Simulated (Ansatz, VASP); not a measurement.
Pt in VASP and in Ansatz

Contents of INCAR:

```
ALGO     = Fast           # electronic algorithm
EDIFF    = 1E-6           # SCF threshold, eV
ENCUT    = 520            # plane-wave cutoff, eV
GGA      = PS             # functional
ISIF     = 2              # what is computed and relaxed
ISMEAR   = 0              # smearing method
LASPH    = T              # aspherical terms in the spheres
LCHARG   = F              # write CHGCAR
LREAL    = F              # projectors in reciprocal space
LWAVE    = F              # write WAVECAR
NBANDS   = 11             # bands
NELM     = 100            # most SCF steps
PREC     = Accurate       # precision mode
SIGMA    = 0.15           # smearing width, eV
```

KPOINTS

```
k-points
0
Gamma
  22 22 22
```

File POSCAR:

```
Pt
1.0
   -0.9687003099      1.6891567686      1.6891567686
    1.6891567686     -0.9687003099      1.6891567686
    1.6891567686      1.6891567686     -0.9687003099
Pt
1
Direct
    0.0000000000      0.0000000000      0.0000000000
```

Input for Ansatz:

```yaml
crystal:
  lattice:
    - [-0.9687003099, 1.6891567686, 1.6891567686]
    - [1.6891567686, -0.9687003099, 1.6891567686]
    - [1.6891567686, 1.6891567686, -0.9687003099]
  atoms:
    - { symbol: Pt, position: [0.0, 0.0, 0.0] }
basis:
  ecutwfc: 420
kpoints:
  mp_grid: { grid: [22, 22, 22] }
hamiltonian:
  xc: pbesol
  pseudopotentials: { kind: paw, azcp: { folder: soft_1 } }
scf:
  occupations: { method: gaussian, width: 0.15 }
output:
  forces: true
  stress: true
  eigenvalues: true
```

Alike in both runs: task single point; functional PBEsol; k mesh 22 × 22 × 22; occupations gaussian, width 0.15 eV; no spin polarisation.

|  | VASP | Ansatz |
| --- | --- | --- |
| version | VASP 6.6.1 | Ansatz 0.2.0 |
| potentials or method | VASP PAW PBE potentials, release 64 (Pt), cutoff 520 eV | scalar-relativistic, plane waves, PAW |
| valence electrons in the cell | 10 | 18 |

```csv
,VASP,Ansatz,Ansatz less VASP
gap on the k mesh at the Fermi level (eV),none,none,-
pressure (GPa),2.7,3.1,+0.42
"traceless stress, the component that is largest in VASP (GPa)",0.42,0.40,-0.020
```

VASP's potentials were made for PBE, not for PBEsol, and Ansatz warns of the same on its side. A gap of «none» marks a metal or a gap that the smearing closes. The functional is the same, so the differences come from potentials, cutoffs and numerics. VASP's potentials hold 10 valence electrons a cell and Ansatz's 18, so a difference there can come from the potentials and not from the codes.

Spin-orbit coupling is off throughout.
